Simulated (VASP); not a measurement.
## Cs: single point with PBE

Crystal: Cs.

```xyz
3
Lattice="7.0101 0.0000 0.0000 -3.5050 6.0709 0.0000 0.0000 0.0000 4.1692" Properties=species:S:1:pos:R:3 pbc="T T T"
Cs    0.0000    0.0000    0.0000
Cs    0.0000    4.0473    2.0846
Cs    3.5050    2.0236    2.0846
```

This isn't the form of Cs at room conditions, which is bcc.

```json
{
 "Program": "VASP 6.6.1",
 "Task": "single point",
 "Functional": "PBE",
 "Potentials or basis": "VASP PAW PBE potentials, release 64 (Cs_sv)",
 "Cutoff": "520 eV",
 "k mesh": "4 × 4 × 6",
 "Occupations": "fermi-dirac, width 0.08 eV",
 "Spin": "no spin polarisation",
 "Dipole correction": "no",
 "k mesh for the DOS": "6 × 6 × 9",
 "Occupations for the DOS": "tetrahedron",
 "Further INCAR settings": "ALGO = Normal; EDIFF = 1e-06"
}
```

- Valence electrons inside the program's atomic spheres: Cs 6.56, 6.57 (each value once)

Levels at points of the mesh, in eV from the Fermi level:
```csv
k point,band 9,band 10,band 11,band 12,band 13,band 14,band 15,band 16,band 17
"(0.00, 0.00, 0.00)",-10.20,-10.20,-10.17,-10.15,-2.21,0.17,1.32,1.34,1.37
"(0.50, 0.00, 0.00)",-10.34,-10.28,-10.26,-10.18,-0.74,-0.63,-0.45,1.31,1.40
```

It took 120 s on 1 thread of Intel(R) Xeon(R) 6975P-C (Granite Rapids) (shared host), peak memory 0.29 GiB.

Caveat: spin-orbit coupling is left out, which moves the levels of the heavy elements.
